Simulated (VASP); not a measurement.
# Tl: single point with BLYP

Crystal: Tl.

```
CELL_PARAMETERS angstrom
0.00000 3.79887 3.79887
3.79887 0.00000 3.79887
3.79887 3.79887 0.00000
ATOMIC_POSITIONS crystal
Tl 0.12500 0.12500 0.12500
Tl 0.87500 0.87500 0.87500
```

This isn't the form of Tl at room conditions, which is hcp.

| Item | Value |
| --- | --- |
| Program | VASP 6.6.1 |
| Task | single point |
| Functional | BLYP |
| Potentials or basis | VASP PAW PBE potentials, release 64 (Tl_d) |
| Cutoff | 520 eV |
| k mesh | 8 × 8 × 8 |
| Occupations | fermi-dirac, width 0.1 eV |
| Spin | no spin polarisation |
| Dipole correction | no |
| Further INCAR settings | ALGO = Normal; EDIFF = 1e-06; NBANDS = 20 |

- Pressure: -0.6 GPa
- Band gap on the k mesh: zero (bands 13 and 14 overlap by 2.26 eV)

Levels at points of the mesh, in eV from the Fermi level:
| k point | band 11 | band 12 | band 13 | band 14 | band 15 | band 16 |
| --- | --- | --- | --- | --- | --- | --- |
| (0.00, 0.00, 0.00) | -7.98 | -2.79 | 1.67 | 1.67 | 1.67 | 3.23 |
| (0.50, 0.00, 0.00) | -6.95 | -4.89 | 0.30 | 0.75 | 0.75 | 4.16 |
| (0.50, 0.50, 0.00) | -5.96 | -5.96 | -0.23 | -0.23 | 1.93 | 1.93 |

Wall time 39 s on 1 thread of AMD EPYC 9R45 96-Core Processor (Zen 5), on a shared host, peak memory 0.22 GiB.

Caveat: the PAW data sets were made with another functional, which shifts forces and pressure a little; spin-orbit coupling is left out, which moves the levels of the heavy elements.
